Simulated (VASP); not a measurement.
Crystal: SiC.

```
Si C
1.0
     3.07536    0.00000    0.00000
    -1.53768    2.66334    0.00000
     0.00000    0.00000    5.04811
Si C
2 2
Direct
  0.33333 0.66667 0.00459
  0.66667 0.33333 0.50459
  0.33333 0.66667 0.38041
  0.66667 0.33333 0.88041
```

Base run:

| Item | Value |
| --- | --- |
| Program | VASP 6.6.1 |
| Functional | PBE0 |
| Potentials or basis | VASP PAW PBE potentials, release 64 (Si, C) |
| Cutoff | 520 eV |
| k mesh | 6 × 6 × 4 |
| Occupations | gaussian, width 0.01 eV |
| Spin | no spin polarisation |

Its results: band gap on the k mesh 3.90 eV (least direct gap 5.82 eV); pressure -1.7 GPa; largest force 0.017 eV/Å.

Q: The run is repeated on the same cell with these changes: functional from PBE0 to PBE. What comes out?

A: Band gap on the k mesh 2.27 eV (least direct gap 3.97 eV); pressure 3.5 GPa; largest force 0.004 eV/Å.

Caveats: the PAW data sets were made with another functional, which shifts forces and pressure a little (at least some runs); the cell stands under pressure (at least some runs).

A k mesh can miss the band edges.
